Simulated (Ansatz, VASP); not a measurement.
Two plane-wave programs on Al

The input POSCAR:

```
Al
1.0
    2.7764316602      0.0000000000      0.0000000000
    0.0000000000      2.7764316602      0.0000000000
    0.0000000000      0.0000000000      2.7764316602
Al
1
Direct
    0.0000000000      0.0000000000      0.0000000000
```

The input INCAR.step1:

```
SYSTEM = Al
ALGO = Normal ; EDIFF = 1E-4
ENCUT = 520 ; GGA = PE
ISMEAR = -1 ; LASPH = .TRUE.
LCHARG = .FALSE. ; LREAL = .FALSE.
LWAVE = .TRUE. ; NBANDS = 8
NELM = 100 ; PREC = Accurate
SIGMA = 0.1
```

Contents of INCAR.step2:

```
SYSTEM = Al
ALGO = Normal ; EDIFF = 1E-6
ENCUT = 520 ; ISIF = 2
ISMEAR = -1 ; ISTART = 1
LASPH = .TRUE. ; LCHARG = .FALSE.
LMIXTAU = .TRUE. ; LREAL = .FALSE.
LWAVE = .FALSE. ; METAGGA = R2SCAN
NBANDS = 8 ; NELM = 100
PREC = Accurate ; SIGMA = 0.1
```

Contents of KPOINTS:

```
k-points
0
G
  13 13 13
  0 0 0
```

Input for Ansatz:

```yaml
crystal:
  lattice:
    - [2.7764316602, 0.0, 0.0]
    - [0.0, 2.7764316602, 0.0]
    - [0.0, 0.0, 2.7764316602]
  atoms:
    - { symbol: Al, position: [0.0, 0.0, 0.0] }
hamiltonian:
  xc: r2scan
  pseudopotentials:
    kind: paw
    azcp:
      Al: "pseudopotentials/Al.paw.azcp"
basis:
  ecutwfc: 500
  fft_grid_basis: typed
kpoints:
  mp_grid: { grid: [13, 13, 13], shift: [0, 0, 0] }
magnetization:
  spin_polarized: false
scf:
  occupations: { method: fermi_dirac, width: 0.1 }
  lower_state_search: "off"
output:
  stress: true
  write_density: true
  write_potential: true
  elf: true
  volumetric_format: npy
```

Alike in both runs: task single point; functional r2SCAN; k mesh 13 × 13 × 13; occupations fermi-dirac, width 0.1 eV; no spin polarisation.

```csv
,VASP,Ansatz
version,VASP 6.6.1,Ansatz 0.2.0
potentials or method,"VASP PAW PBE potentials, release 64 (Al), cutoff 520 eV","plane waves (500 eV) with PAW, scalar-relativistic"
valence electrons in the cell,3,3
```

Ansatz gave:

```
pressure (GPa) : -3.8
```

Problem. What did VASP give for the same quantities?

Solution. Pressure (GPa): -4.0.

VASP's potentials were made for PBE, not for r2SCAN.
